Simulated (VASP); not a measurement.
Here is a VASP 6.6.1 calculation.

The input INCAR:

```
SYSTEM = Cu
PREC = Accurate ; ENCUT = 520
EDIFF = 1E-6 ; ISMEAR = 0
SIGMA = 0.1 ; LREAL = .False.
LASPH = .True. ; NELM = 60
ALGO = Normal ; ISIF = 2
LWAVE = .False. ; LCHARG = .False.
LDIPOL = .True. ; IDIPOL = 3
DIPOL = 0.5 0.5 0.500 ; GGA = CA
NBANDS = 42
```

File KPOINTS:

```
regular mesh
0
Gamma
  15 15 1
  0 0 0
```

File POSCAR:

```
Cu
1.0
    2.4877672850      0.0000000000      0.0000000000
   -1.2438836425      2.1544696675      0.0000000000
    0.0000000000      0.0000000000     25.1562674119
Cu
6
Direct
    0.6666666667      0.3333333333      0.2986854408
    0.3333333333      0.6666666667      0.3787864971
    0.0000000000      0.0000000000      0.4594311656
    0.6666666667      0.3333333333      0.5405688232
    0.3333333333      0.6666666667      0.6212135006
    0.0000000000      0.0000000000      0.7013145727
```

Potentials or basis: VASP PAW LDA potentials, release 64 (Cu).

Run with:

```sh
$ cat potpaw_LDA.64/Cu/POTCAR > POTCAR
$ mpirun -np 1 vasp_std > vasp.out
```

(1) Estimate the band gap on the k mesh.

(2) Estimate the largest force.

Answers

(1) zero (bands 33 and 34 overlap by 5.27 eV).

(2) 0.028 eV/Å.
